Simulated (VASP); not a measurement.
# Zn (Im-3m) in VASP: further runs

The runs below take Zn through single point, relaxation of cell and atoms, with BLYP, revPBE, PBE+D3(BJ), PBE+D4.

Program: VASP 6.6.1. These are calculated values, not measurements. Logs are shortened: lines on timing, memory, paths and dates and some standing lists are left out, and cuts for length are marked.

## (1) The cell of the first run

Symmetry: Im-3m, No. 229, cubic system. Conventional cell: a = 3.266 Å, b = 3.266 Å, c = 3.266 Å, α = 90.00°, β = 90.00°, γ = 90.00°. Within 3.7 Å of Zn (site symmetry m-3m) lie 14 Zn at 2.83 to 3.27 Å.

## (2) Single point, BLYP

Input file INCAR:

```
SYSTEM = Zn
  PREC = Accurate
  ENCUT = 520
  EDIFF = 1E-7
  ISMEAR = -1
  SIGMA = 0.05
  LREAL = .False.
  LASPH = .True.
  NELM = 60
  ALGO = Normal
  ISIF = 2
  LWAVE = .False.
  LCHARG = .False.
  GGA = B5
  ALDAX = 1.0
  AGGAX = 1.0
  AGGAC = 1.0
  ALDAC = 0.0
  NBANDS = 12
```

Input file KPOINTS:

```
regular mesh
0
Gamma
  12 12 12
  0 0 0
```

Input file POSCAR:

```
Zn
1.0
   -1.6328387261      1.6328387261      1.6328387261
    1.6328387261     -1.6328387261      1.6328387261
    1.6328387261      1.6328387261     -1.6328387261
Zn
1
Direct
    0.0000000000      0.0000000000      0.0000000000
```

Potentials or basis: VASP PAW PBE potentials, release 64 (Zn).

Launch:

```console
$ cat potpaw_PBE.64/Zn/POTCAR > POTCAR
$ mpirun -np 1 vasp_std > vasp.out
```

OUTCAR:

```text
SYSTEM = Zn
   PREC = Accurate
   ENCUT = 520
   EDIFF = 1E-7
   ISMEAR = -1
   LREAL = .False.
   LASPH = .True.
   NELM = 60
   ISIF = 2
   GGA = B5

 ion  position               nearest neighbor table
   1  0.000  0.000  0.000-

  LATTYP: Found a body centered cubic cell.
 ALAT       =     3.2656774522

  Lattice vectors:

 A1 = (  -1.6328387261,   1.6328387261,   1.6328387261)
 A2 = (   1.6328387261,  -1.6328387261,   1.6328387261)
 A3 = (   1.6328387261,   1.6328387261,  -1.6328387261)

Analysis of symmetry for initial positions (statically):
=====================================================================
 Subroutine PRICEL returns:
 Original cell was already a primitive cell.

 Routine SETGRP: Setting up the symmetry group for a
 body centered cubic supercell.

 Subroutine GETGRP returns: Found 48 space group operations
 (whereof 48 operations were pure point group operations)
 out of a pool of 48 trial point group operations.

The static configuration has the point symmetry O_h .

Analysis of symmetry for dynamics (positions and initial velocities):
=====================================================================
 Subroutine PRICEL returns:
 Original cell was already a primitive cell.

 Routine SETGRP: Setting up the symmetry group for a
 body centered cubic supercell.

 Subroutine GETGRP returns: Found 48 space group operations
 (whereof 48 operations were pure point group operations)
 out of a pool of 48 trial point group operations.

The dynamic configuration has the point symmetry O_h .

 Subroutine INISYM returns: Found 48 space group operations
 (whereof 48 operations are pure point group operations),
 and found     1 'primitive' translations

----------------------------------------------------------------------------------------

                                     Primitive cell

  volume of cell :      17.4137

  direct lattice vectors                    reciprocal lattice vectors
    -1.632838726  1.632838726  1.632838726     0.000000000  0.306215177  0.306215177
     1.632838726 -1.632838726  1.632838726     0.306215177  0.000000000  0.306215177
     1.632838726  1.632838726 -1.632838726     0.306215177  0.306215177  0.000000000

  length of vectors
     2.828159634  2.828159634  2.828159634     0.433053657  0.433053657  0.433053657

  position of ions in fractional coordinates (direct lattice)
     0.000000000  0.000000000  0.000000000

  ion indices of the primitive-cell ions
   primitive index   ion index
                 1           1

----------------------------------------------------------------------------------------

 KPOINTS: regular mesh

Automatic generation of k-mesh.
 Grid dimensions read from file:
 generate k-points for:   12   12   12

 Generating k-lattice:

  Cartesian coordinates                     Fractional coordinates (reciprocal lattice)
     0.000000000  0.025517931  0.025517931     0.083333333  0.000000000  0.000000000
     0.025517931  0.000000000  0.025517931     0.000000000  0.083333333  0.000000000
     0.025517931  0.025517931  0.000000000     0.000000000  0.000000000  0.083333333

  Length of vectors
     0.036087805  0.036087805  0.036087805

  Shift w.r.t. Gamma in fractional coordinates (k-lattice)
     0.000000000  0.000000000  0.000000000

 Subroutine IBZKPT returns following result:
 ===========================================

 Found     72 irreducible k-points:

 Following reciprocal coordinates:
            Coordinates               Weight
  0.000000  0.000000  0.000000      1.000000
  0.083333  0.000000  0.000000     12.000000
  0.166667  0.000000  0.000000     12.000000
  0.250000  0.000000  0.000000     12.000000
  0.333333  0.000000  0.000000     12.000000
  0.416667  0.000000  0.000000     12.000000
[... 16 lines left out ...]
  0.333333  0.083333  0.083333     24.000000
  0.416667  0.083333  0.083333     12.000000
 [... further k-points ...]
   k-points           NKPTS =     72   k-points in BZ     NKDIM =     72   number of bands    NBANDS=     12
   number of dos      NEDOS =    301   number of ions     NIONS =      1
   total plane-waves  NPLWV =  13824
   dimension x,y,z NGX =    24 NGY =   24 NGZ =   24
   dimension x,y,z NGXF=    48 NGYF=   48 NGZF=   48
   ions per type =               1
   NGX,Y,Z   is equivalent  to a cutoff of  14.11, 14.11, 14.11 a.u.
   NGXF,Y,Z  is equivalent  to a cutoff of  28.22, 28.22, 28.22 a.u.
 SYSTEM =  Zn
   PREC   = accura    normal or accurate (medium, high low for compatibility)
   ISTART =      0    job   : 0-new  1-cont  2-samecut
   ICHARG =      2    charge: 1-file 2-atom 10-const
   ISPIN  =      1    spin polarized calculation?
   LNONCOLLINEAR =      F non collinear calculations
   LSORBIT =      F    spin-orbit coupling
   LASPH  =      T    aspherical Exc in radial PAW
   ENCUT  =  520.0 eV  38.22 Ry    6.18 a.u.   5.26  5.26  5.26*2*pi/ulx,y,z
   NELM   =     60;   NELMIN=  2; NELMDL= -5     # of ELM steps
   EDIFF  = 0.1E-06   stopping-criterion for ELM
   LREAL  =      F    real-space projection
   EDIFFG = 0.1E-05   stopping-criterion for IOM
   NSW    =      0    number of steps for IOM
   IBRION =     -1    ionic relax: 0-MD 1-quasi-New 2-CG
   NFREE  =      0    steps in history (QN), initial steepest desc. (CG)
   ISIF   =      2    stress and relaxation
   ISYM   =      2    0-nonsym 1-usesym 2-fastsym
   POTIM  = 0.5000    time-step for ionic-motion
   TEBEG  =    0.0;   TEEND  =   0.0 temperature during run
   PSTRESS=    0.0 pullay stress
   NELECT =      12.0000    total number of electrons
   NUPDOWN=      -1.0000    fix difference up-down
   EMIN   =  10.00;   EMAX   =-10.00  energy-range for DOS
   EFERMI =   0.00;   METHOD = LEGACY
   ISMEAR =    -1;   SIGMA  =   0.05  broadening in eV -4-tet -1-fermi 0-gaus
   EFERMI_NEDOS =   21; number of points for ismear=-14 and -15
   IALGO  =     38    algorithm
   IMIX   =      4    mixing-type and parameters
     AMIX     =   0.40;   BMIX     =  1.00
     AMIX_MAG =   1.60;   BMIX_MAG =  1.00
  volume/ion in A,a.u.               =      17.41       117.51
  Fermi-wavevector in a.u.,A,eV,Ry     =   1.446012  2.732567 28.449119  2.090951
  Thomas-Fermi vector in A             =   2.564129
   LORBIT       =      0    0 simple, 1 ext, 2 COOP (PROOUT), +10 PAW based schemes
   GGA     = B5    functional components
   LHFCALC =     F    Hartree Fock is set to
   AEXX    =    0.0000 exact exchange contribution
   IVDW    =     0    specifies the selected vdW correction
   LEPSILON=     F    determine dielectric tensor
   LRPA    =     F    only Hartree local field effects (RPA)
 non-spin polarized calculation
  energy-cutoff  :      520.00
  volume of cell :       17.41
 maximum number of plane-waves:       484
 NGX is ok and might be reduce to    24
   NGX = 11   NGY = 11   NGZ = 11

 number of electron      11.9999990 magnetization

 Free energy of the ion-electron system (eV)
  ---------------------------------------------------
  ext. energy  EPLUGINS =         0.00000000
  ---------------------------------------------------
  free energy    TOTEN  =        -0.28728504 eV

  energy without entropy =       -0.28478545  energy(sigma->0) =       -0.28603525

 E-fermi :   2.6363     XC(G=0): -10.3251

 val. band max:        2.5848126876   @ k =   0.3333   0.1667   0.1667
 cond. band min:       2.7476910707   @ k =   0.3333   0.2500   0.0833
 fundamental gap:      0.1628783831
 Fermi energy:         2.6363302825

 k-point     1 :       0.0000    0.0000    0.0000
  band No.  band energies     occupation
      1      -6.6488      2.00000
      2      -4.8905      2.00000
      3      -4.8905      2.00000
      4      -4.8905      2.00000
      5      -4.4898      2.00000
      6      -4.4898      2.00000
      7      19.4326      0.00000
      8      19.4327      0.00000
      9      19.4327      0.00000
     10      22.8217      0.00000
     11      22.8217      0.00000
     12      22.8217      0.00000

 k-point     2 :       0.0833    0.0000    0.0000
  band No.  band energies     occupation
      1      -6.4486      2.00000
      2      -4.9059      2.00000
      3      -4.8847      2.00000
      4      -4.8492      2.00000
      5      -4.5040      2.00000
      6      -4.4890      2.00000
      7      17.3907      0.00000
      8      18.3513      0.00000
      9      18.9074      0.00000
     10      21.0327      0.00000
     11      21.2392      0.00000
     12      22.3358      0.00000

 k-point     3 :       0.1667    0.0000    0.0000
  band No.  band energies     occupation
      1      -5.8859      2.00000
      2      -4.9479      2.00000
      3      -4.8405      2.00000
      4      -4.7341      2.00000
      5      -4.5307      2.00000
      6      -4.4864      2.00000
      7      13.7186      0.00000
      8      16.6127      0.00000
      9      17.6795      0.00000
     10      19.7684      0.00000
     11      19.9525      0.00000
     12      22.5914      0.00000
[... 286 lines left out ...]
 k-point    23 :       0.3333    0.0833    0.0833
  band No.  band energies     occupation
      1      -5.2130      2.00000
      2      -5.0973      2.00000
      3      -4.5073      2.00000
      4      -4.4705      2.00000
      5      -4.4362      2.00000
      6      -0.7671      2.00000
      7       4.1124      0.00000
      8      10.6261      0.00000
      9      11.6949      0.00000
     10      21.2423      0.00000
     11      21.4712      0.00000
     12      27.2022      0.00000

 k-point    24 :       0.4167    0.0833    0.0833
  band No.  band energies     occupation
      1      -5.2370      2.00000
      2      -5.1103      2.00000
      3      -4.5004      2.00000
      4      -4.4679      2.00000
      5      -4.3826      2.00000
      6       1.2659      2.00000
      7       1.6954      2.00000
      8      10.3945      0.00000
      9      11.5025      0.00000
     10      21.0758      0.00000
     11      21.3481      0.00000
     12      28.5768      0.00000

 [... further k-points ...]

------------------------ aborting loop because EDIFF is reached ----------------------------------------

  FORCE on cell =-STRESS in cart. coord.  units (eV):
  Direction    XX          YY          ZZ          XY          YZ          ZX
  --------------------------------------------------------------------------------------
  -------------------------------------------------------------------------------------
  Total        0.0176637      0.0176637      0.0176637     -0.0000000     -0.0000000     -0.0000000
  in kB        1.6251851      1.6251851      1.6251851     -0.0000000     -0.0000000     -0.0000000
  external PRESSURE =       1.6251851 kB  Pullay stress =       0.0000000 kB

 VOLUME and BASIS-vectors are now :
 -----------------------------------------------------------------------------
  energy-cutoff  :      520.00
  volume of cell :       17.41
      direct lattice vectors                 reciprocal lattice vectors
    -1.632838726  1.632838726  1.632838726     0.000000000  0.306215177  0.306215177
     1.632838726 -1.632838726  1.632838726     0.306215177  0.000000000  0.306215177
     1.632838726  1.632838726 -1.632838726     0.306215177  0.306215177  0.000000000

 POSITION                                       TOTAL-FORCE (eV/Angst)
 -----------------------------------------------------------------------------------
      0.00000      0.00000      0.00000        -0.000000      0.000000     -0.000000
 -----------------------------------------------------------------------------------
    total drift:                               -0.000000      0.000000      0.000000

  FREE ENERGIE OF THE ION-ELECTRON SYSTEM (eV)
  ---------------------------------------------------
  free  energy   TOTEN  =        -0.2872850425 eV

  energy  without entropy=       -0.2847854542  energy(sigma->0) =       -0.28603525
```

Run time: 29 s. Hardware: 1 thread of AMD EPYC 7R13, shared host; peak memory 0.11 GiB.

Results:

| Quantity | Value |
| --- | --- |
| Free energy | -0.2873 eV |
| Pressure | 0.2 GPa |
| Band gap on the k mesh | zero (band 6 reaches 6.68 eV, above the bottom of band 7 at 1.42 eV) |

Caveat: the PAW data sets were made with another functional, which shifts forces and pressure a little.

[end of part 1 of 2]
